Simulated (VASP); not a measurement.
Wanted: the native input for a VASP 6.6.1 run.

```yaml
Task: single point
Functional: LDA
Potentials_or_basis: VASP PAW LDA potentials, release 64 (Al, Cu)
Cutoff: 520 eV
k_mesh: 10 × 10 × 10
Occupations: gaussian, width 0.15 eV
Spin: no spin polarisation
Dipole_correction: no
Further_INCAR_settings: ALGO = Fast; EDIFF = 1e-06; NBANDS = 18
```

The structure of Al3Cu lies in POSCAR:

```
Al3Cu
1.0
    3.8034171850      0.0000000000      0.0000000000
    0.0000000000      4.0863653645      0.0000000000
    0.0000000000      0.0000000000      3.6748569426
Al Cu
3 1
Direct
    0.0000000000      0.5000000000      0.5000000000
    0.5000000000      0.0000000000      0.5000000000
    0.5000000000      0.5000000000      0.0000000000
    0.0000000000      0.0000000000      0.0000000000
```

This cell differs from its parent crystal: strain +e along x and -e along y -0.0367, strain +e along z and -e/2 along x and y -0.0467.

The input as run:

INCAR

```
ALGO = Fast ; EDIFF = 1E-6
ENCUT = 520 ; GGA = CA
ISIF = 2 ; ISMEAR = 0
LASPH = True ; LCHARG = False
LREAL = False ; LWAVE = False
NBANDS = 18 ; NELM = 100
PREC = Accurate ; SIGMA = 0.15
```

KPOINTS

```
k-points
0
Gamma
  10 10 10
```

Potentials or basis: VASP PAW LDA potentials, release 64 (Al, Cu).

Command:

```sh
$ cat potpaw_LDA.64/Al/POTCAR potpaw_LDA.64/Cu/POTCAR > POTCAR
$ mpirun -np 1 vasp_std > vasp.out
```

Results of the run:

```
Pressure               : 1.3 GPa
Band gap on the k mesh : zero (band 10 reaches 10.57 eV, above the bottom of band 11 at 6.59 eV)
```

Caveat: the cell differs from its parent crystal (strain +e along x and -e along y -0.0367, strain +e along z and -e/2 along x and y -0.0467).

It took 3 min on 1 thread of Intel Xeon 6975P-C (shared host), peak memory 0.3 GiB.
